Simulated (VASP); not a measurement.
# SnSe (Pnma) in VASP: single point with PBE+D3(BJ)

Aim: the single point of SnSe with PBE+D3(BJ).

Everything below comes from runs of VASP 6.6.1. Logs are shortened: lines on timing, memory, paths and dates and some standing lists are left out, and cuts for length are marked.

**Measured values to compare with.**

“Linear dichroism of the optical properties of SnS and SnSe van der Waals crystals”, 2024, arxiv:2409.17412 reports, for a bulk crystal of SnSe at 20 K: band gap 0.99 eV (indirect).

The runs below are set against these values where they give the same quantity.

## (1) The cell of the first run

It takes space group Pnma (No. 62, orthorhombic). The conventional cell has a = 11.486 Å, b = 4.170 Å, c = 4.380 Å, α = 90.00°, β = 90.00°, γ = 90.00°. Within 3.6 Å of Sn (site symmetry m) lie 6 Se at 2.76 to 3.44 Å and 2 Sn at 3.52 Å. Within 3.6 Å of Se (site symmetry m) lie 6 Sn at 2.76 to 3.44 Å.

## (2) Single point, PBE+D3(BJ)

Contents of INCAR:

```
SYSTEM = SnSe
PREC = Accurate
ENCUT = 520
EDIFF = 1E-7
ISMEAR = 0
SIGMA = 0.05
LREAL = .False.
LASPH = .True.
NELM = 60
ALGO = Normal
ISIF = 2
LWAVE = .False.
LCHARG = .True.
GGA = PE
IVDW = 12
LELF = .True.
LVHAR = .True.
NBANDS = 50
```

Contents of KPOINTS:

```
regular mesh
0
Gamma
  4 8 6
  0 0 0
```

Contents of POSCAR:

```
SnSe
1.0
   11.4856002437      0.0000000000      0.0000000000
    0.0000000000      4.1700737677      0.0000000000
    0.0000000000      0.0000000000      4.3799514842
Sn Se
4 4
Direct
    0.1179506268      0.2500000000      0.0938221371
    0.3820493732      0.7500000000      0.5938221371
    0.6179506268      0.2500000000      0.4061778629
    0.8820493732      0.7500000000      0.9061778629
    0.3571189365      0.2500000000      0.0224728919
    0.1428810635      0.7500000000      0.5224728919
    0.8571189365      0.2500000000      0.4775271081
    0.6428810635      0.7500000000      0.9775271081
```

Potentials or basis: VASP PAW PBE potentials, release 64 (Sn_d, Se).

Command:

```
> cat potpaw_PBE.64/Sn_d/POTCAR potpaw_PBE.64/Se/POTCAR > POTCAR
> mpirun -np 1 vasp_std > vasp.out
```

OUTCAR:

```text
SYSTEM = SnSe
   PREC = Accurate
   ENCUT = 520
   EDIFF = 1E-7
   ISMEAR = 0
   LREAL = .False.
   LASPH = .True.
   NELM = 60
   ISIF = 2
   GGA = PE
   IVDW = 12
 IVDW          = 12

 ion  position               nearest neighbor table
   1  0.118  0.250  0.094-   5 2.76   6 2.82   6 2.82   6 3.27   6 3.27   4 3.52   4 3.52
   2  0.382  0.750  0.594-   6 2.76   5 2.82   5 2.82   5 3.27   5 3.27   3 3.52   3 3.52
   3  0.618  0.250  0.406-   7 2.76   8 2.82   8 2.82   8 3.27   8 3.27   2 3.52   2 3.52
   4  0.882  0.750  0.906-   8 2.76   7 2.82   7 2.82   7 3.27   7 3.27   1 3.52   1 3.52
   5  0.357  0.250  0.022-   1 2.76   2 2.82   2 2.82   2 3.27   2 3.27
   6  0.143  0.750  0.522-   2 2.76   1 2.82   1 2.82   1 3.27   1 3.27
   7  0.857  0.250  0.478-   3 2.76   4 2.82   4 2.82   4 3.27   4 3.27
   8  0.643  0.750  0.978-   4 2.76   3 2.82   3 2.82   3 3.27   3 3.27

  LATTYP: Found a simple orthorhombic cell.
 ALAT       =     4.1700737677
 B/A-ratio  =     1.0503294973
 C/A-ratio  =     2.7542918623

  Lattice vectors:

 A1 = (   0.0000000000,   4.1700737677,   0.0000000000)
 A2 = (   0.0000000000,   0.0000000000,   4.3799514842)
 A3 = (  11.4856002437,   0.0000000000,   0.0000000000)

Analysis of symmetry for initial positions (statically):
=====================================================================
 Subroutine PRICEL returns:
 Original cell was already a primitive cell.

 Routine SETGRP: Setting up the symmetry group for a
 simple orthorhombic supercell.

 Subroutine GETGRP returns: Found  8 space group operations
 (whereof  2 operations were pure point group operations)
 out of a pool of  8 trial point group operations.

The static configuration has the point symmetry S_2 .
 The point group associated with its full space group is D_2h.

Analysis of symmetry for dynamics (positions and initial velocities):
=====================================================================
 Subroutine PRICEL returns:
 Original cell was already a primitive cell.

 Routine SETGRP: Setting up the symmetry group for a
 simple orthorhombic supercell.

 Subroutine GETGRP returns: Found  8 space group operations
 (whereof  2 operations were pure point group operations)
 out of a pool of  8 trial point group operations.

The dynamic configuration has the point symmetry S_2 .
 The point group associated with its full space group is D_2h.

 Subroutine INISYM returns: Found  8 space group operations
 (whereof  2 operations are pure point group operations),
 and found     1 'primitive' translations

----------------------------------------------------------------------------------------

                                     Primitive cell

  volume of cell :     209.7813

  direct lattice vectors                    reciprocal lattice vectors
    11.485600244  0.000000000  0.000000000     0.087065541  0.000000000  0.000000000
     0.000000000  4.170073768  0.000000000     0.000000000  0.239803911  0.000000000
     0.000000000  0.000000000  4.379951484     0.000000000  0.000000000  0.228313031

  length of vectors
    11.485600244  4.170073768  4.379951484     0.087065541  0.239803911  0.228313031

  position of ions in fractional coordinates (direct lattice)
     0.117950627  0.250000000  0.093822137
     0.382049373  0.750000000  0.593822137
     0.617950627  0.250000000  0.406177863
     0.882049373  0.750000000  0.906177863
     0.357118937  0.250000000  0.022472892
     0.142881063  0.750000000  0.522472892
     0.857118937  0.250000000  0.477527108
     0.642881063  0.750000000  0.977527108

  ion indices of the primitive-cell ions
   primitive index   ion index
                 1           1
                 2           2
                 3           3
                 4           4
                 5           5
                 6           6
                 7           7
                 8           8

----------------------------------------------------------------------------------------

 KPOINTS: regular mesh

Automatic generation of k-mesh.
 Grid dimensions read from file:
 generate k-points for:    4    8    6

 Generating k-lattice:

  Cartesian coordinates                     Fractional coordinates (reciprocal lattice)
     0.021766385  0.000000000  0.000000000     0.250000000  0.000000000  0.000000000
     0.000000000  0.029975489  0.000000000     0.000000000  0.125000000  0.000000000
     0.000000000  0.000000000  0.038052172     0.000000000  0.000000000  0.166666667

  Length of vectors
     0.021766385  0.029975489  0.038052172

  Shift w.r.t. Gamma in fractional coordinates (k-lattice)
     0.000000000  0.000000000  0.000000000

 Subroutine IBZKPT returns following result:
 ===========================================

 Found     60 irreducible k-points:

 Following reciprocal coordinates:
            Coordinates               Weight
  0.000000  0.000000  0.000000      1.000000
  0.250000  0.000000  0.000000      2.000000
  0.500000  0.000000  0.000000      1.000000
  0.000000  0.125000  0.000000      2.000000
  0.250000  0.125000  0.000000      4.000000
  0.500000  0.125000  0.000000      2.000000
[... 16 lines left out ...]
  0.250000  0.250000  0.166667      8.000000
  0.500000  0.250000  0.166667      4.000000
 [... further k-points ...]
   k-points           NKPTS =     60   k-points in BZ     NKDIM =     60   number of bands    NBANDS=     50
   number of dos      NEDOS =    301   number of ions     NIONS =      8
   total plane-waves  NPLWV = 103680
   dimension x,y,z NGX =    90 NGY =   32 NGZ =   36
   dimension x,y,z NGXF=   180 NGYF=   64 NGZF=   72
   ions per type =               4   4
   NGX,Y,Z   is equivalent  to a cutoff of  13.03, 12.76, 13.66 a.u.
   NGXF,Y,Z  is equivalent  to a cutoff of  26.05, 25.51, 27.33 a.u.
 SYSTEM =  SnSe
   PREC   = accura    normal or accurate (medium, high low for compatibility)
   ISTART =      0    job   : 0-new  1-cont  2-samecut
   ICHARG =      2    charge: 1-file 2-atom 10-const
   ISPIN  =      1    spin polarized calculation?
   LNONCOLLINEAR =      F non collinear calculations
   LSORBIT =      F    spin-orbit coupling
   LASPH  =      T    aspherical Exc in radial PAW
   ENCUT  =  520.0 eV  38.22 Ry    6.18 a.u.  21.36  7.75  8.14*2*pi/ulx,y,z
   NELM   =     60;   NELMIN=  2; NELMDL= -5     # of ELM steps
   EDIFF  = 0.1E-06   stopping-criterion for ELM
   LREAL  =      F    real-space projection
   EDIFFG = 0.1E-05   stopping-criterion for IOM
   NSW    =      0    number of steps for IOM
   IBRION =     -1    ionic relax: 0-MD 1-quasi-New 2-CG
   NFREE  =      0    steps in history (QN), initial steepest desc. (CG)
   ISIF   =      2    stress and relaxation
   ISYM   =      2    0-nonsym 1-usesym 2-fastsym
   POTIM  = 0.5000    time-step for ionic-motion
   TEBEG  =    0.0;   TEEND  =   0.0 temperature during run
   PSTRESS=    0.0 pullay stress
   NELECT =      80.0000    total number of electrons
   NUPDOWN=      -1.0000    fix difference up-down
   EMIN   =  10.00;   EMAX   =-10.00  energy-range for DOS
   EFERMI =   0.00;   METHOD = LEGACY
   ISMEAR =     0;   SIGMA  =   0.05  broadening in eV -4-tet -1-fermi 0-gaus
   EFERMI_NEDOS =   21; number of points for ismear=-14 and -15
   IALGO  =     38    algorithm
   IMIX   =      4    mixing-type and parameters
     AMIX     =   0.40;   BMIX     =  1.00
     AMIX_MAG =   1.60;   BMIX_MAG =  1.00
  volume/ion in A,a.u.               =      26.22       176.96
  Fermi-wavevector in a.u.,A,eV,Ry     =   1.187178  2.243442 19.175944  1.409392
  Thomas-Fermi vector in A             =   2.323335
   LORBIT       =      0    0 simple, 1 ext, 2 COOP (PROOUT), +10 PAW based schemes
   GGA     = PE    functional components
   LHFCALC =     F    Hartree Fock is set to
   AEXX    =    0.0000 exact exchange contribution
   IVDW    =    12    specifies the selected vdW correction
   LEPSILON=     F    determine dielectric tensor
   LRPA    =     F    only Hartree local field effects (RPA)
 non-spin polarized calculation
 Gauss-broadening in eV      SIGMA  =   0.05
  energy-cutoff  :      520.00
  volume of cell :      209.78
 maximum number of plane-waves:      5672
 NGX is ok and might be reduce to    90
   NGX = 43   NGY = 15   NGZ = 17

 number of electron      79.9999985 magnetization

 Free energy of the ion-electron system (eV)
  ---------------------------------------------------
  ext. energy  EPLUGINS =         0.00000000
  ---------------------------------------------------
  free energy    TOTEN  =       -32.78411916 eV

  energy without entropy =      -32.78411916  energy(sigma->0) =      -32.78411916

 E-fermi :   5.9188     XC(G=0):  -9.7979

 val. band max:        5.6815319769   @ k =   0.0000   0.0000   0.3333
 cond. band min:       6.2101904083   @ k =   0.0000   0.0000   0.0000
 fundamental gap:      0.5286584314
 Fermi energy:         5.9187535639

 k-point     1 :       0.0000    0.0000    0.0000
  band No.  band energies     occupation
      1     -15.7272      2.00000
      2     -15.7157      2.00000
      3     -15.7129      2.00000
      4     -15.7107      2.00000
      5     -15.7088      2.00000
      6     -15.7053      2.00000
[... 42 lines left out ...]
     49      10.2758      0.00000
     50      10.4364      0.00000

 k-point     2 :       0.2500    0.0000    0.0000
  band No.  band energies     occupation
      1     -15.7256      2.00000
      2     -15.7167      2.00000
      3     -15.7141      2.00000
      4     -15.7114      2.00000
      5     -15.7085      2.00000
      6     -15.7062      2.00000
[... 42 lines left out ...]
     49      10.4572      0.00000
     50      10.5833      0.00000

 k-point     3 :       0.5000    0.0000    0.0000
  band No.  band energies     occupation
      1     -15.7215      2.00000
      2     -15.7215      2.00000
      3     -15.7130      2.00000
      4     -15.7130      2.00000
      5     -15.7075      2.00000
      6     -15.7075      2.00000
[... 1102 lines left out ...]
     49       9.9949      0.00000
     50      10.4655      0.00000

 k-point    24 :       0.5000    0.2500    0.1667
  band No.  band energies     occupation
      1     -15.7174      2.00000
      2     -15.7174      2.00000
      3     -15.7114      2.00000
      4     -15.7114      2.00000
      5     -15.7064      2.00000
      6     -15.7064      2.00000
[... 42 lines left out ...]
     49       9.9499      0.00000
     50       9.9499      0.00000

 [... further k-points ...]

------------------------ aborting loop because EDIFF is reached ----------------------------------------

 Edisp (eV)   -2.95047

 E8    (eV) :    -1.3310

  FORCE on cell =-STRESS in cart. coord.  units (eV):
  Direction    XX          YY          ZZ          XY          YZ          ZX
  --------------------------------------------------------------------------------------
  -------------------------------------------------------------------------------------
  Total       0.09239     0.04758     0.02414     0.00000     0.00000     0.00000
  in kB       0.70559     0.36337     0.18437     0.00000     0.00000     0.00000
  external pressure =        0.42 kB  Pullay stress =        0.00 kB

 VOLUME and BASIS-vectors are now :
 -----------------------------------------------------------------------------
  energy-cutoff  :      520.00
  volume of cell :      209.78
      direct lattice vectors                 reciprocal lattice vectors
    11.485600244  0.000000000  0.000000000     0.087065541  0.000000000  0.000000000
     0.000000000  4.170073768  0.000000000     0.000000000  0.239803911  0.000000000
     0.000000000  0.000000000  4.379951484     0.000000000  0.000000000  0.228313031

 POSITION                                       TOTAL-FORCE (eV/Angst)
 -----------------------------------------------------------------------------------
      1.35473      1.04252      0.41094        -0.012411      0.000000     -0.010539
      4.38807      3.12756      2.60091         0.012411     -0.000000     -0.010539
      7.09753      1.04252      1.77904        -0.012411     -0.000000      0.010539
     10.13087      3.12756      3.96902         0.012411     -0.000000      0.010539
      4.10173      1.04252      0.09843         0.009846     -0.000000      0.011062
      1.64107      3.12756      2.28841        -0.009846     -0.000000      0.011062
      9.84453      1.04252      2.09155         0.009846     -0.000000     -0.011062
      7.38387      3.12756      4.28152        -0.009846     -0.000000     -0.011062
 -----------------------------------------------------------------------------------
    total drift:                               -0.000000      0.000000      0.000000

  FREE ENERGIE OF THE ION-ELECTRON SYSTEM (eV)
  ---------------------------------------------------
  free  energy   TOTEN  =       -35.7345865032 eV

  energy  without entropy=      -35.7345865032  energy(sigma->0) =      -35.73458650
```

Wall time 20 min (1 thread of Intel Xeon 8259CL, shared host); peak memory 0.64 GiB.

Results:

- Free energy: -35.7346 eV
- Pressure: 0.0 GPa
- Largest force: 0.016 eV/Å
- Band gap on the k mesh: 0.53 eV (least direct gap 0.83 eV)
- Dispersion energy per atom: -0.369 eV

Forces on the atoms (eV/Å):
```
Sn  -0.012  0.000 -0.011
Sn   0.012  0.000 -0.011
Sn  -0.012  0.000  0.011
Sn   0.012  0.000  0.011
Se   0.010  0.000  0.011
Se  -0.010  0.000  0.011
Se   0.010  0.000 -0.011
Se  -0.010  0.000 -0.011
```

Caveat: semilocal functionals underestimate gaps, and a narrow one can read as zero; spin-orbit coupling is left out, which moves the levels of the heavy elements.

## (3) How close it comes

Step 2. Measured gap of SnSe: 0.99 eV (indirect; 20 K; “Linear dichroism of the optical properties of SnS and SnSe van der Waals crystals”, 2024, arxiv:2409.17412). This calculation gives 0.53 eV (-0.46 eV). 2 values of this kind are on record (0.89 to 0.99 eV); this one was drawn at random. Spin-orbit coupling on Se, Sn is left out. The value is that of PBE+D3(BJ) on a finite k mesh, which can miss the band edges, without temperature or zero-point motion. Semilocal functionals fall short of measured gaps as a rule.
